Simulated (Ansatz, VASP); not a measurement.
Two plane-wave programs on CdH2O2

The input INCAR:

```
PREC = Accurate ; ENCUT = 520
EDIFF = 1E-6 ; ISMEAR = 0
SIGMA = 0.05 ; LREAL = False
LASPH = True ; NELM = 60
ALGO = Normal ; ISIF = 2
LWAVE = False ; LCHARG = False
GGA = PS ; NBANDS = 21
```

File KPOINTS:

```
Automatic mesh
0
Gamma
  9 9 6
```

The input POSCAR:

```
CdH2O2
1.0
    3.4627930753      0.0000000000      0.0000000000
   -1.7313965376      2.9988667712      0.0000000000
    0.0000000000      0.0000000000      4.5036899113
Cd H O
1 2 2
Direct
    0.0000000000      0.0000000000      0.0000000000
    0.6666666667      0.3333333333      0.5509607200
    0.3333333333      0.6666666667      0.4490392800
    0.6666666667      0.3333333333      0.7593720000
    0.3333333333      0.6666666667      0.2406280000
```

Input for Ansatz:

```yaml
crystal:
  lattice:
    - [3.4627930753, 0.0, 0.0]
    - [-1.7313965376, 2.9988667712, 0.0]
    - [0.0, 0.0, 4.5036899113]
  atoms:
    - { symbol: Cd, position: [0.0, 0.0, 0.0] }
    - { symbol: H, position: [0.6666666667, 0.3333333333, 0.55096072] }
    - { symbol: H, position: [0.3333333333, 0.6666666667, 0.44903928] }
    - { symbol: O, position: [0.6666666667, 0.3333333333, 0.759372] }
    - { symbol: O, position: [0.3333333333, 0.6666666667, 0.240628] }
basis:
  ecutwfc: 420
kpoints:
  mp_grid: { grid: [9, 9, 6] }
hamiltonian:
  xc: pbesol
scf:
  occupations: { method: gaussian, width: 0.05 }
output:
  forces: true
  stress: true
  eigenvalues: true
```

Change from the starting cell: strain -0.015 along x and y, -0.030 along z, atoms carried along.

Alike in both runs: task single point; functional PBEsol; k mesh 9 × 9 × 6; occupations gaussian, width 0.05 eV; no spin polarisation.

|  | VASP | Ansatz |
| --- | --- | --- |
| version | VASP 6.6.1 | Ansatz 0.2.0 |
| potentials or method | VASP PAW PBE potentials, release 64 (Cd, H, O), cutoff 520 eV | scalar-relativistic, plane waves, PAW |
| valence electrons in the cell | 26 | 34 |

|  | VASP | Ansatz | Ansatz less VASP |
| --- | --- | --- | --- |
| gap on the k mesh at the Fermi level (eV) | 1.78 | 1.80 | +0.015 |
| least direct gap on the mesh (eV) | 2.15 | 2.17 | +0.013 |
| pressure (GPa) | 9.1 | 8.0 | -1.19 |
| traceless stress, the component that is largest in VASP (GPa) | 8.61 | 7.97 | -0.640 |
| rms of the force components (eV/Å) | 1.069 | 0.985 | -0.0840 |

VASP's potentials were made for PBE, not for PBEsol. Atom by atom the forces differ by 0.086 eV/Å (rms over components). With one functional, cell and mesh, what is left measures potentials, basis and numerics. VASP's potentials hold 26 valence electrons a cell and Ansatz's 34, so a difference there can come from the potentials and not from the codes.
